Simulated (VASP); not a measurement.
# Mo in VASP: a series of runs

Runs on Mo. Level: PBE. Tasks: single point.

Program: VASP 6.6.1. These are calculated values, not measurements. Logs are shortened: lines on timing, memory, paths and dates and some standing lists are left out, and cuts for length are marked.

## Step 1: The cell of the first run

The cell holds a slab with vacuum, 5 atoms: a = 4.470 Å, b = 4.470 Å, c = 19.650 Å, α = 90.00°, β = 90.00°, γ = 120.00°.

## Step 2: Single point, PBE

INCAR reads:

```
SYSTEM = Mo
PREC = Accurate
ENCUT = 520
EDIFF = 1E-6
ISMEAR = -1
SIGMA = 0.1
LREAL = .False.
LASPH = .True.
NELM = 80
ALGO = Normal
ISIF = 2
LWAVE = .False.
LCHARG = .False.
LDIPOL = .True.
IDIPOL = 3
DIPOL = 0.5 0.5 0.500
GGA = PE
NBANDS = 43
```

KPOINTS reads:

```
Automatic mesh
0
Gamma
  10 10 1
  0 0 0
```

POSCAR reads:

```
Mo
1.0
    4.4701026966      0.0000000000      0.0000000000
   -2.2350513483      3.8712224928      0.0000000000
    0.0000000000      0.0000000000     19.6498000000
Mo
5
Direct
    0.8333333330      0.1666666670      0.4071282261
    0.1666666670      0.8333333330      0.4535641129
    0.5000000000      0.5000000000      0.5000000000
    0.8333333330      0.1666666670      0.5464358871
    0.1666666670      0.8333333330      0.5928717739
```

Potentials or basis: VASP PAW PBE potentials, release 64 (Mo_sv).

Run with:

```bash
cat potpaw_PBE.64/Mo_sv/POTCAR > POTCAR
mpirun -np 1 vasp_std > vasp.out
```

OUTCAR:

```text
SYSTEM = Mo
   PREC = Accurate
   ENCUT = 520
   EDIFF = 1E-6
   ISMEAR = -1
   LREAL = .False.
   LASPH = .True.
   NELM = 80
   ISIF = 2
   GGA = PE

 ion  position               nearest neighbor table
   1  0.833  0.167  0.407-   2 2.74   2 2.74   4 2.74   2 2.74   3 3.16   3 3.16   3 3.16
   2  0.167  0.833  0.454-   1 2.74   1 2.74   3 2.74   5 2.74   3 2.74   3 2.74   1 2.74   4 3.16
                             4 3.16   4 3.16
   3  0.500  0.500  0.500-   2 2.74   4 2.74   2 2.74   4 2.74   2 2.74   4 2.74   1 3.16   5 3.16
                             1 3.16   5 3.16   1 3.16   5 3.16
   4  0.833  0.167  0.546-   5 2.74   5 2.74   3 2.74   1 2.74   3 2.74   3 2.74   5 2.74   2 3.16
                             2 3.16   2 3.16
   5  0.167  0.833  0.593-   4 2.74   4 2.74   2 2.74   4 2.74   3 3.16   3 3.16   3 3.16

  LATTYP: Found a hexagonal cell.
 ALAT       =     4.4701026966
 C/A-ratio  =     4.3958274191

  Lattice vectors:

 A1 = (   4.4701026966,   0.0000000000,   0.0000000000)
 A2 = (  -2.2350513483,   3.8712224928,   0.0000000000)
 A3 = (   0.0000000000,   0.0000000000,  19.6498000000)

Analysis of symmetry for initial positions (statically):
=====================================================================
 Subroutine PRICEL returns:
 Original cell was already a primitive cell.

 Routine SETGRP: Setting up the symmetry group for a
 hexagonal supercell.

 Subroutine GETGRP returns: Found 12 space group operations
 (whereof  4 operations were pure point group operations)
 out of a pool of 24 trial point group operations.

The static configuration has the point symmetry C_2h.
 The point group associated with its full space group is D_3d.

Analysis of symmetry for dynamics (positions and initial velocities):
=====================================================================
 Subroutine PRICEL returns:
 Original cell was already a primitive cell.

 Routine SETGRP: Setting up the symmetry group for a
 hexagonal supercell.

 Subroutine GETGRP returns: Found 12 space group operations
 (whereof  4 operations were pure point group operations)
 out of a pool of 24 trial point group operations.

The dynamic configuration has the point symmetry C_2h.
 The point group associated with its full space group is D_3d.

 Subroutine INISYM returns: Found 12 space group operations
 (whereof  4 operations are pure point group operations),
 and found     1 'primitive' translations

----------------------------------------------------------------------------------------

                                     Primitive cell

  volume of cell :     340.0351

  direct lattice vectors                    reciprocal lattice vectors
     4.470102697  0.000000000  0.000000000     0.223708507  0.129158167  0.000000000
    -2.235051348  3.871222493  0.000000000     0.000000000  0.258316333  0.000000000
     0.000000000  0.000000000 19.649800000     0.000000000  0.000000000  0.050891103

  length of vectors
     4.470102697  4.470102697 19.649800000     0.258316333  0.258316333  0.050891103

  position of ions in fractional coordinates (direct lattice)
     0.833333333  0.166666667  0.407128226
     0.166666667  0.833333333  0.453564113
     0.500000000  0.500000000  0.500000000
     0.833333333  0.166666667  0.546435887
     0.166666667  0.833333333  0.592871774

  ion indices of the primitive-cell ions
   primitive index   ion index
                 1           1
                 2           2
                 3           3
                 4           4
                 5           5

----------------------------------------------------------------------------------------

 KPOINTS: Automatic mesh

Automatic generation of k-mesh.
 Grid dimensions read from file:
 generate k-points for:   10   10    1

 Generating k-lattice:

  Cartesian coordinates                     Fractional coordinates (reciprocal lattice)
     0.022370851  0.012915817  0.000000000     0.100000000 -0.000000000  0.000000000
     0.000000000  0.025831633  0.000000000     0.000000000  0.100000000  0.000000000
     0.000000000  0.000000000  0.050891103     0.000000000  0.000000000  1.000000000

  Length of vectors
     0.025831633  0.025831633  0.050891103

  Shift w.r.t. Gamma in fractional coordinates (k-lattice)
     0.000000000  0.000000000  0.000000000

 Subroutine IBZKPT returns following result:
 ===========================================

 Found     14 irreducible k-points:

 Following reciprocal coordinates:
            Coordinates               Weight
  0.000000  0.000000  0.000000      1.000000
  0.100000  0.000000  0.000000      6.000000
  0.200000  0.000000  0.000000      6.000000
  0.300000  0.000000  0.000000      6.000000
  0.400000 -0.000000  0.000000      6.000000
  0.500000  0.000000  0.000000      3.000000
  0.100000  0.100000  0.000000      6.000000
  0.200000  0.100000  0.000000     12.000000
  0.300000  0.100000  0.000000     12.000000
  0.400000  0.100000  0.000000     12.000000
  0.200000  0.200000  0.000000      6.000000
  0.300000  0.200000  0.000000     12.000000
  0.400000  0.200000  0.000000      6.000000
  0.300000  0.300000  0.000000      6.000000
   k-points           NKPTS =     14   k-points in BZ     NKDIM =     14   number of bands    NBANDS=     43
   number of dos      NEDOS =    301   number of ions     NIONS =      5
   total plane-waves  NPLWV = 194400
   dimension x,y,z NGX =    36 NGY =   36 NGZ =  150
   dimension x,y,z NGXF=    72 NGYF=   72 NGZF=  300
   ions per type =               5
   NGX,Y,Z   is equivalent  to a cutoff of  13.39, 13.39, 12.69 a.u.
   NGXF,Y,Z  is equivalent  to a cutoff of  26.78, 26.78, 25.38 a.u.
 SYSTEM =  Mo
   PREC   = accura    normal or accurate (medium, high low for compatibility)
   ISTART =      0    job   : 0-new  1-cont  2-samecut
   ICHARG =      2    charge: 1-file 2-atom 10-const
   ISPIN  =      1    spin polarized calculation?
   LNONCOLLINEAR =      F non collinear calculations
   LSORBIT =      F    spin-orbit coupling
   LASPH  =      T    aspherical Exc in radial PAW
   ENCUT  =  520.0 eV  38.22 Ry    6.18 a.u.   8.31  8.31 36.54*2*pi/ulx,y,z
   NELM   =     80;   NELMIN=  2; NELMDL= -5     # of ELM steps
   EDIFF  = 0.1E-05   stopping-criterion for ELM
   LREAL  =      F    real-space projection
   EDIFFG = 0.1E-04   stopping-criterion for IOM
   NSW    =      0    number of steps for IOM
   IBRION =     -1    ionic relax: 0-MD 1-quasi-New 2-CG
   NFREE  =      0    steps in history (QN), initial steepest desc. (CG)
   ISIF   =      2    stress and relaxation
   ISYM   =      2    0-nonsym 1-usesym 2-fastsym
   POTIM  = 0.5000    time-step for ionic-motion
   TEBEG  =    0.0;   TEEND  =   0.0 temperature during run
   PSTRESS=    0.0 pullay stress
   NELECT =      70.0000    total number of electrons
   NUPDOWN=      -1.0000    fix difference up-down
   EMIN   =  10.00;   EMAX   =-10.00  energy-range for DOS
   EFERMI =   0.00;   METHOD = LEGACY
   ISMEAR =    -1;   SIGMA  =   0.10  broadening in eV -4-tet -1-fermi 0-gaus
   EFERMI_NEDOS =   21; number of points for ismear=-14 and -15
   IALGO  =     38    algorithm
   IMIX   =      4    mixing-type and parameters
     AMIX     =   0.40;   BMIX     =  1.00
     AMIX_MAG =   1.60;   BMIX_MAG =  1.00
  volume/ion in A,a.u.               =      68.01       458.93
  Fermi-wavevector in a.u.,A,eV,Ry     =   0.966643  1.826691 12.713274  0.934399
  Thomas-Fermi vector in A             =   2.096462
   LORBIT       =      0    0 simple, 1 ext, 2 COOP (PROOUT), +10 PAW based schemes
   GGA     = PE    functional components
   LHFCALC =     F    Hartree Fock is set to
   AEXX    =    0.0000 exact exchange contribution
   IVDW    =     0    specifies the selected vdW correction
   LEPSILON=     F    determine dielectric tensor
   LRPA    =     F    only Hartree local field effects (RPA)
 non-spin polarized calculation
  energy-cutoff  :      520.00
  volume of cell :      340.04
 maximum number of plane-waves:      9201
 NGX is ok and might be reduce to    36
   NGX = 17   NGY = 17   NGZ = 73

 number of electron      70.0000006 magnetization

 dipolmoment           0.000000      0.000000     -0.000000 electrons x Angstroem

 Free energy of the ion-electron system (eV)
  ---------------------------------------------------
  ext. energy  EPLUGINS =         0.00000000
  ---------------------------------------------------
  free energy    TOTEN  =       -47.43335293 eV

  energy without entropy =      -47.21837999  energy(sigma->0) =      -47.32586646

 E-fermi :   0.0761     XC(G=0):  -4.3630

 val. band max:        0.0604698449   @ k =   0.4000   0.2000   0.0000
 cond. band min:       0.1019324554   @ k =   0.3000   0.3000   0.0000
 fundamental gap:      0.0414626105
 Fermi energy:         0.0761144244

 k-point     1 :       0.0000    0.0000    0.0000
  band No.  band energies     occupation
      1     -61.2091      2.00000
      2     -60.9623      2.00000
      3     -60.9397      2.00000
      4     -60.8338      2.00000
      5     -60.7826      2.00000
      6     -35.5034      2.00000
[... 35 lines left out ...]
     42       1.7550      0.00000
     43       1.7550      0.00000

 k-point     2 :       0.1000    0.0000    0.0000
  band No.  band energies     occupation
      1     -61.2047      2.00000
      2     -60.9622      2.00000
      3     -60.9365      2.00000
      4     -60.8376      2.00000
      5     -60.7867      2.00000
      6     -35.5299      2.00000
[... 35 lines left out ...]
     42       1.6330      0.00000
     43       1.7638      0.00000

 k-point     3 :       0.2000    0.0000    0.0000
  band No.  band energies     occupation
      1     -61.1928      2.00000
      2     -60.9612      2.00000
      3     -60.9275      2.00000
      4     -60.8484      2.00000
      5     -60.7983      2.00000
      6     -35.5845      2.00000
[... 459 lines left out ...]
      6     -35.6620      2.00000
[... 35 lines left out ...]
     42       1.3929      0.00000
     43       1.9580      0.00000

 k-point    14 :       0.3000    0.3000    0.0000
  band No.  band energies     occupation
      1     -61.1540      2.00000
      2     -60.9319      2.00000
      3     -60.9105      2.00000
      4     -60.8761      2.00000
      5     -60.8576      2.00000
      6     -35.6501      2.00000
[... 35 lines left out ...]
     42       1.3508      0.00001
     43       1.5545      0.00000

------------------------ aborting loop because EDIFF is reached ----------------------------------------

 vacuum level on the upper side and lower side of the slab       (xc-potential included)        -0.130        -0.130

  FORCE on cell =-STRESS in cart. coord.  units (eV):
  Direction    XX          YY          ZZ          XY          YZ          ZX
  --------------------------------------------------------------------------------------
  -------------------------------------------------------------------------------------
  Total      -11.4783167    -11.4783167    -11.2497420      0.0000000      0.0000000      0.0000000
  in kB      -54.0835285    -54.0835285    -53.0065303      0.0000000      0.0000000      0.0000000
  external PRESSURE =     -53.7245291 kB  Pullay stress =       0.0000000 kB

 VOLUME and BASIS-vectors are now :
 -----------------------------------------------------------------------------
  energy-cutoff  :      520.00
  volume of cell :      340.04
      direct lattice vectors                 reciprocal lattice vectors
     4.470102697  0.000000000  0.000000000     0.223708507  0.129158167  0.000000000
    -2.235051348  3.871222493  0.000000000     0.000000000  0.258316333  0.000000000
     0.000000000  0.000000000 19.649800000     0.000000000  0.000000000  0.050891103

 POSITION                                       TOTAL-FORCE (eV/Angst)
 -----------------------------------------------------------------------------------
      3.35258      0.64520      7.99999        -0.000000      0.000000      2.653903
     -1.11753      3.22602      8.91244        -0.000000      0.000000      0.841474
      1.11753      1.93561      9.82490         0.000000      0.000000      0.000000
      3.35258      0.64520     10.73736        -0.000000     -0.000000     -0.841474
     -1.11753      3.22602     11.64981         0.000000     -0.000000     -2.653903
 -----------------------------------------------------------------------------------
    total drift:                                0.000000     -0.000000     -0.000000

  FREE ENERGIE OF THE ION-ELECTRON SYSTEM (eV)
  ---------------------------------------------------
  free  energy   TOTEN  =       -47.4333529340 eV

  energy  without entropy=      -47.2183799921  energy(sigma->0) =      -47.32586646

 vacuum level on the upper side and lower side of the slab         3.715         3.715
```

Wall time 11 min (1 thread of Intel Xeon 8259CL, shared host); peak memory 0.51 GiB.

Results:

| Quantity | Value |
| --- | --- |
| Free energy | -47.4334 eV |
| Largest force | 2.654 eV/Å |

Forces on the atoms (eV/Å):
```
Mo   0.000  0.000  2.654
Mo   0.000  0.000  0.841
Mo   0.000  0.000  0.000
Mo   0.000  0.000 -0.841
Mo   0.000  0.000 -2.654
```

Levels at points of the mesh, in eV from the Fermi level:
| k point | band 33 | band 34 | band 35 | band 36 | band 37 | band 38 |
| --- | --- | --- | --- | --- | --- | --- |
| (0.00, 0.00, 0.00) | -1.22 | -1.22 | -0.91 | 0.13 | 0.96 | 0.96 |
| (0.50, 0.00, 0.00) | -1.25 | -0.44 | -0.03 | 0.17 | 0.35 | 0.55 |

(Continued in part 2 of 2.)
